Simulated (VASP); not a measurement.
# Sb3Os (Pm-3m) in VASP: a series of runs

Runs on Sb3Os. Level: PBE. Tasks: single point.

Program: VASP 6.6.1. These are calculated values, not measurements. Logs are shortened: lines on timing, memory, paths and dates and some standing lists are left out, and cuts for length are marked.

### 1 The cell of the first run

It takes space group Pm-3m (No. 221, cubic). Conventional cell: a = 4.477 Å, b = 4.477 Å, c = 4.477 Å, α = 90.00°, β = 90.00°, γ = 90.00°. Sb (site symmetry 4/mmm) has 8 Sb at 3.17 Å and 4 Os at 3.17 Å within 4.2 Å. Os (site symmetry m-3m) has 12 Sb at 3.17 Å within 4.2 Å.

### 2 Single point, PBE

Input file INCAR:

```
SYSTEM = Sb3Os
  PREC = Accurate
  ENCUT = 520
  EDIFF = 1E-7
  ISMEAR = 0
  SIGMA = 0.1
  LREAL = .FALSE.
  LASPH = .TRUE.
  NELM = 60
  ALGO = Normal
  ISIF = 2
  LWAVE = .FALSE.
  LCHARG = .FALSE.
  GGA = PE
  NBANDS = 20
```

Input file KPOINTS:

```
Automatic mesh
0
G
  4 4 4
  0 0 0
```

Input file POSCAR:

```
Sb3Os
1.0
    4.4767082995      0.0000000000      0.0000000000
    0.0000000000      4.4767082995      0.0000000000
    0.0000000000      0.0000000000      4.4767082995
Sb Os
3 1
Direct
    0.0000000000      0.5000000000      0.5000000000
    0.5000000000      0.0000000000      0.5000000000
    0.5000000000      0.5000000000      0.0000000000
    0.0000000000      0.0000000000      0.0000000000
```

Potentials or basis: VASP PAW PBE potentials, release 64 (Sb, Os).

The run is started by

```sh
> cat potpaw_PBE.64/Sb/POTCAR potpaw_PBE.64/Os/POTCAR > POTCAR
> mpirun -np 1 vasp_std > vasp.out
```

OUTCAR:

```text
SYSTEM = Sb3Os
   PREC = Accurate
   ENCUT = 520
   EDIFF = 1E-7
   ISMEAR = 0
   LREAL = .FALSE.
   LASPH = .TRUE.
   NELM = 60
   ISIF = 2
   GGA = PE

 ion  position               nearest neighbor table
   1  0.000  0.500  0.500-   2 3.17   3 3.17   4 3.17   3 3.17   4 3.17   2 3.17   4 3.17   4 3.17
                             2 3.17   3 3.17   3 3.17   2 3.17
   2  0.500  0.000  0.500-   1 3.17   3 3.17   4 3.17   3 3.17   4 3.17   1 3.17   3 3.17   3 3.17
                             1 3.17   4 3.17   4 3.17   1 3.17
   3  0.500  0.500  0.000-   1 3.17   2 3.17   4 3.17   1 3.17   2 3.17   2 3.17   4 3.17   2 3.17
                             1 3.17   4 3.17   1 3.17   4 3.17
   4  0.000  0.000  0.000-   1 3.17   2 3.17   3 3.17   1 3.17   2 3.17   1 3.17   3 3.17   1 3.17
                             2 3.17   3 3.17   2 3.17   3 3.17

  LATTYP: Found a simple cubic cell.
 ALAT       =     4.4767082995

  Lattice vectors:

 A1 = (   4.4767082995,   0.0000000000,   0.0000000000)
 A2 = (   0.0000000000,   4.4767082995,   0.0000000000)
 A3 = (   0.0000000000,   0.0000000000,   4.4767082995)

Analysis of symmetry for initial positions (statically):
=====================================================================
 Subroutine PRICEL returns:
 Original cell was already a primitive cell.

 Routine SETGRP: Setting up the symmetry group for a
 simple cubic supercell.

 Subroutine GETGRP returns: Found 48 space group operations
 (whereof 48 operations were pure point group operations)
 out of a pool of 48 trial point group operations.

The static configuration has the point symmetry O_h .

Analysis of symmetry for dynamics (positions and initial velocities):
=====================================================================
 Subroutine PRICEL returns:
 Original cell was already a primitive cell.

 Routine SETGRP: Setting up the symmetry group for a
 simple cubic supercell.

 Subroutine GETGRP returns: Found 48 space group operations
 (whereof 48 operations were pure point group operations)
 out of a pool of 48 trial point group operations.

The dynamic configuration has the point symmetry O_h .

 Subroutine INISYM returns: Found 48 space group operations
 (whereof 48 operations are pure point group operations),
 and found     1 'primitive' translations

----------------------------------------------------------------------------------------

                                     Primitive cell

  volume of cell :      89.7173

  direct lattice vectors                    reciprocal lattice vectors
     4.476708300  0.000000000  0.000000000     0.223378414  0.000000000  0.000000000
     0.000000000  4.476708300  0.000000000     0.000000000  0.223378414  0.000000000
     0.000000000  0.000000000  4.476708300     0.000000000  0.000000000  0.223378414

  length of vectors
     4.476708300  4.476708300  4.476708300     0.223378414  0.223378414  0.223378414

  position of ions in fractional coordinates (direct lattice)
     0.000000000  0.500000000  0.500000000
     0.500000000  0.000000000  0.500000000
     0.500000000  0.500000000  0.000000000
     0.000000000  0.000000000  0.000000000

  ion indices of the primitive-cell ions
   primitive index   ion index
                 1           1
                 2           2
                 3           3
                 4           4

----------------------------------------------------------------------------------------

 KPOINTS: Automatic mesh

Automatic generation of k-mesh.
 Grid dimensions read from file:
 generate k-points for:    4    4    4

 Generating k-lattice:

  Cartesian coordinates                     Fractional coordinates (reciprocal lattice)
     0.055844604  0.000000000  0.000000000     0.250000000  0.000000000  0.000000000
     0.000000000  0.055844604  0.000000000     0.000000000  0.250000000  0.000000000
     0.000000000  0.000000000  0.055844604     0.000000000  0.000000000  0.250000000

  Length of vectors
     0.055844604  0.055844604  0.055844604

  Shift w.r.t. Gamma in fractional coordinates (k-lattice)
     0.000000000  0.000000000  0.000000000

 Subroutine IBZKPT returns following result:
 ===========================================

 Found     10 irreducible k-points:

 Following reciprocal coordinates:
            Coordinates               Weight
  0.000000  0.000000  0.000000      1.000000
  0.250000  0.000000  0.000000      6.000000
  0.500000  0.000000  0.000000      3.000000
  0.250000  0.250000  0.000000     12.000000
  0.500000  0.250000  0.000000     12.000000
  0.500000  0.500000  0.000000      3.000000
  0.250000  0.250000  0.250000      8.000000
  0.500000  0.250000  0.250000     12.000000
  0.500000  0.500000  0.250000      6.000000
  0.500000  0.500000  0.500000      1.000000
   k-points           NKPTS =     10   k-points in BZ     NKDIM =     10   number of bands    NBANDS=     20
   number of dos      NEDOS =    301   number of ions     NIONS =      4
   total plane-waves  NPLWV =  46656
   dimension x,y,z NGX =    36 NGY =   36 NGZ =   36
   dimension x,y,z NGXF=    72 NGYF=   72 NGZF=   72
   ions per type =               3   1
   NGX,Y,Z   is equivalent  to a cutoff of  13.37, 13.37, 13.37 a.u.
   NGXF,Y,Z  is equivalent  to a cutoff of  26.74, 26.74, 26.74 a.u.
 SYSTEM =  Sb3Os
   PREC   = accura    normal or accurate (medium, high low for compatibility)
   ISTART =      0    job   : 0-new  1-cont  2-samecut
   ICHARG =      2    charge: 1-file 2-atom 10-const
   ISPIN  =      1    spin polarized calculation?
   LNONCOLLINEAR =      F non collinear calculations
   LSORBIT =      F    spin-orbit coupling
   LASPH  =      T    aspherical Exc in radial PAW
   ENCUT  =  520.0 eV  38.22 Ry    6.18 a.u.   8.32  8.32  8.32*2*pi/ulx,y,z
   NELM   =     60;   NELMIN=  2; NELMDL= -5     # of ELM steps
   EDIFF  = 0.1E-06   stopping-criterion for ELM
   LREAL  =      F    real-space projection
   EDIFFG = 0.1E-05   stopping-criterion for IOM
   NSW    =      0    number of steps for IOM
   IBRION =     -1    ionic relax: 0-MD 1-quasi-New 2-CG
   NFREE  =      0    steps in history (QN), initial steepest desc. (CG)
   ISIF   =      2    stress and relaxation
   ISYM   =      2    0-nonsym 1-usesym 2-fastsym
   POTIM  = 0.5000    time-step for ionic-motion
   TEBEG  =    0.0;   TEEND  =   0.0 temperature during run
   PSTRESS=    0.0 pullay stress
   NELECT =      23.0000    total number of electrons
   NUPDOWN=      -1.0000    fix difference up-down
   EMIN   =  10.00;   EMAX   =-10.00  energy-range for DOS
   EFERMI =   0.00;   METHOD = LEGACY
   ISMEAR =     0;   SIGMA  =   0.10  broadening in eV -4-tet -1-fermi 0-gaus
   EFERMI_NEDOS =   21; number of points for ismear=-14 and -15
   IALGO  =     38    algorithm
   IMIX   =      4    mixing-type and parameters
     AMIX     =   0.40;   BMIX     =  1.00
     AMIX_MAG =   1.60;   BMIX_MAG =  1.00
  volume/ion in A,a.u.               =      22.43       151.36
  Fermi-wavevector in a.u.,A,eV,Ry     =   1.039981  1.965279 14.715517  1.081560
  Thomas-Fermi vector in A             =   2.174536
   LORBIT       =      0    0 simple, 1 ext, 2 COOP (PROOUT), +10 PAW based schemes
   GGA     = PE    functional components
   LHFCALC =     F    Hartree Fock is set to
   AEXX    =    0.0000 exact exchange contribution
   IVDW    =     0    specifies the selected vdW correction
   LEPSILON=     F    determine dielectric tensor
   LRPA    =     F    only Hartree local field effects (RPA)
 non-spin polarized calculation
 Gauss-broadening in eV      SIGMA  =   0.10
  energy-cutoff  :      520.00
  volume of cell :       89.72
 maximum number of plane-waves:      2469
 NGX is ok and might be reduce to    36
   NGX = 17   NGY = 17   NGZ = 17

 number of electron      23.0000005 magnetization

 Free energy of the ion-electron system (eV)
  ---------------------------------------------------
  ext. energy  EPLUGINS =         0.00000000
  ---------------------------------------------------
  free energy    TOTEN  =       -20.42866537 eV

  energy without entropy =      -20.41483894  energy(sigma->0) =      -20.42175215

 E-fermi :   9.0635     XC(G=0): -11.1297

 val. band max:        9.0624180125   @ k =   0.5000   0.5000   0.0000
 cond. band min:       9.0744677869   @ k =   0.5000   0.5000   0.5000
 fundamental gap:      0.0120497744
 Fermi energy:         9.0635109407

 k-point     1 :       0.0000    0.0000    0.0000
  band No.  band energies     occupation
      1      -4.1863      2.00000
      2       1.8518      2.00000
      3       1.8518      2.00000
      4       4.4615      2.00000
      5       4.4615      2.00000
      6       4.4615      2.00000
[... 12 lines left out ...]
     19      16.3261      0.00000
     20      16.3261      0.00000

 k-point     2 :       0.2500    0.0000    0.0000
  band No.  band energies     occupation
      1      -3.7283      2.00000
      2       0.0787      2.00000
      3       2.1175      2.00000
      4       4.6687      2.00000
      5       4.6687      2.00000
      6       5.6533      2.00000
[... 12 lines left out ...]
     19      15.9656      0.00000
     20      16.6592      0.00000

 k-point     3 :       0.5000    0.0000    0.0000
  band No.  band energies     occupation
      1      -2.7801      2.00000
      2      -1.6442      2.00000
      3       2.4727      2.00000
      4       4.8908      2.00000
      5       4.8908      2.00000
      6       5.8330      2.00000
[... 12 lines left out ...]
     19      14.5117      0.00000
     20      15.6513      0.00000

 k-point     4 :       0.2500    0.2500    0.0000
  band No.  band energies     occupation
      1      -3.2802      2.00000
      2       0.1044      2.00000
      3       0.7967      2.00000
      4       4.6590      2.00000
      5       4.9632      2.00000
      6       5.5323      2.00000
[... 12 lines left out ...]
     19      15.3055      0.00000
     20      16.3059      0.00000

 k-point     5 :       0.5000    0.2500    0.0000
  band No.  band energies     occupation
      1      -2.3523      2.00000
      2      -1.2791      2.00000
      3       0.9289      2.00000
      4       4.0573      2.00000
      5       5.3176      2.00000
      6       6.0050      2.00000
[... 12 lines left out ...]
     19      14.7917      0.00000
     20      15.9365      0.00000

 k-point     6 :       0.5000    0.5000    0.0000
  band No.  band energies     occupation
      1      -1.3363      2.00000
      2      -0.7601      2.00000
      3      -0.7601      2.00000
      4       2.6508      2.00000
      5       6.0680      2.00000
      6       6.0680      2.00000
[... 12 lines left out ...]
     19      15.1362      0.00000
     20      16.6708      0.00000

 k-point     7 :       0.2500    0.2500    0.2500
  band No.  band energies     occupation
      1      -2.8429      2.00000
      2       0.3215      2.00000
      3       0.3215      2.00000
      4       3.0339      2.00000
      5       5.4782      2.00000
      6       5.4782      2.00000
[... 12 lines left out ...]
     19      13.7605      0.00000
     20      16.8680      0.00000

 k-point     8 :       0.5000    0.2500    0.2500
  band No.  band energies     occupation
      1      -1.9355      2.00000
      2      -0.9692      2.00000
      3       0.5897      2.00000
      4       3.7973      2.00000
      5       4.1891      2.00000
      6       4.5835      2.00000
[... 12 lines left out ...]
     19      16.1924      0.00000
     20      16.3099      0.00000

 k-point     9 :       0.5000    0.5000    0.2500
  band No.  band energies     occupation
      1      -0.9401      2.00000
      2      -0.5571      2.00000
      3      -0.5571      2.00000
      4       3.1559      2.00000
      5       3.8639      2.00000
      6       4.8371      2.00000
[... 12 lines left out ...]
     19      17.2726      0.00000
     20      17.3035      0.00000

 k-point    10 :       0.5000    0.5000    0.5000
  band No.  band energies     occupation
      1      -0.3103      2.00000
      2      -0.3103      2.00000
      3      -0.3103      2.00000
      4       2.2743      2.00000
      5       3.9434      2.00000
      6       3.9434      2.00000
[... 12 lines left out ...]
     19      18.9728      0.00000
     20      18.9728      0.00000

------------------------ aborting loop because EDIFF is reached ----------------------------------------

  FORCE on cell =-STRESS in cart. coord.  units (eV):
  Direction    XX          YY          ZZ          XY          YZ          ZX
  --------------------------------------------------------------------------------------
  -------------------------------------------------------------------------------------
  Total       -0.0664591     -0.0664591     -0.0664591      0.0000000      0.0000000      0.0000000
  in kB       -1.1868310     -1.1868310     -1.1868310      0.0000000      0.0000000      0.0000000
  external PRESSURE =      -1.1868310 kB  Pullay stress =       0.0000000 kB

 VOLUME and BASIS-vectors are now :
 -----------------------------------------------------------------------------
  energy-cutoff  :      520.00
  volume of cell :       89.72
      direct lattice vectors                 reciprocal lattice vectors
     4.476708300  0.000000000  0.000000000     0.223378414  0.000000000  0.000000000
     0.000000000  4.476708300  0.000000000     0.000000000  0.223378414  0.000000000
     0.000000000  0.000000000  4.476708300     0.000000000  0.000000000  0.223378414

 POSITION                                       TOTAL-FORCE (eV/Angst)
 -----------------------------------------------------------------------------------
      0.00000      2.23835      2.23835         0.000000      0.000000      0.000000
      2.23835      0.00000      2.23835         0.000000      0.000000      0.000000
      2.23835      2.23835      0.00000         0.000000      0.000000      0.000000
      0.00000      0.00000      0.00000         0.000000      0.000000      0.000000
 -----------------------------------------------------------------------------------
    total drift:                               -0.000000     -0.000000      0.000000

  FREE ENERGIE OF THE ION-ELECTRON SYSTEM (eV)
  ---------------------------------------------------
  free  energy   TOTEN  =       -20.4286653705 eV

  energy  without entropy=      -20.4148389366  energy(sigma->0) =      -20.42175215
```

Run time: 38 s. Hardware: 1 thread of Intel Xeon 8259CL, shared host; peak memory 0.21 GiB.

What came out:

| Property | Result |
| --- | --- |
| Free energy | -20.4287 eV |
| Pressure | -0.1 GPa |

Caveat: spin-orbit coupling is left out, which moves the levels of the heavy elements.

### 3 Single point, PBE

This run uses another cell than the first one, of 23.68 Å³/atom, 1.056 times its volume.

Input file INCAR:

```
SYSTEM = Sb3Os
PREC = Accurate ; ENCUT = 520
EDIFF = 1E-7 ; ISMEAR = 0
SIGMA = 0.1 ; LREAL = .FALSE.
LASPH = .TRUE. ; NELM = 60
ALGO = Normal ; ISIF = 2
LWAVE = .FALSE. ; LCHARG = .FALSE.
GGA = PE ; NBANDS = 20
```

Input file KPOINTS:

```
regular mesh
0
G
  4 4 4
  0 0 0
```

Input file POSCAR:

```
Sb3Os
1.0
    4.5583451002      0.0000000000      0.0000000000
    0.0000000000      4.5583451002      0.0000000000
    0.0000000000      0.0000000000      4.5583451002
Sb Os
3 1
Direct
    0.0000000000      0.5000000000      0.5000000000
    0.5000000000      0.0000000000      0.5000000000
    0.5000000000      0.5000000000      0.0000000000
    0.0000000000      0.0000000000      0.0000000000
```

Potentials or basis: VASP PAW PBE potentials, release 64 (Sb, Os).

The run is started by

```sh
> cat potpaw_PBE.64/Sb/POTCAR potpaw_PBE.64/Os/POTCAR > POTCAR
> mpirun -np 1 vasp_std > vasp.out
```

Run time: 40 s. Hardware: 1 thread of Intel Xeon 8259CL, shared host; peak memory 0.21 GiB.

It converged, with:

| Item | Value |
| --- | --- |
| Free energy | -20.3471 eV |
| Pressure | -4.9 GPa |

Levels at points of the mesh, in eV from the Fermi level:
| k point | band 10 | band 11 | band 12 | band 13 | band 14 | band 15 |
| --- | --- | --- | --- | --- | --- | --- |
| (0.00, 0.00, 0.00) | -0.76 | -0.48 | -0.48 | 1.08 | 1.08 | 1.08 |
| (0.50, 0.00, 0.00) | -0.91 | -0.50 | -0.29 | 0.27 | 0.27 | 2.78 |
| (0.50, 0.50, 0.00) | -0.63 | -0.58 | -0.58 | -0.02 | 2.33 | 2.33 |
| (0.50, 0.50, 0.50) | -0.41 | 0.01 | 0.01 | 0.01 | 4.61 | 4.61 |

Caveat: spin-orbit coupling is left out, which moves the levels of the heavy elements.
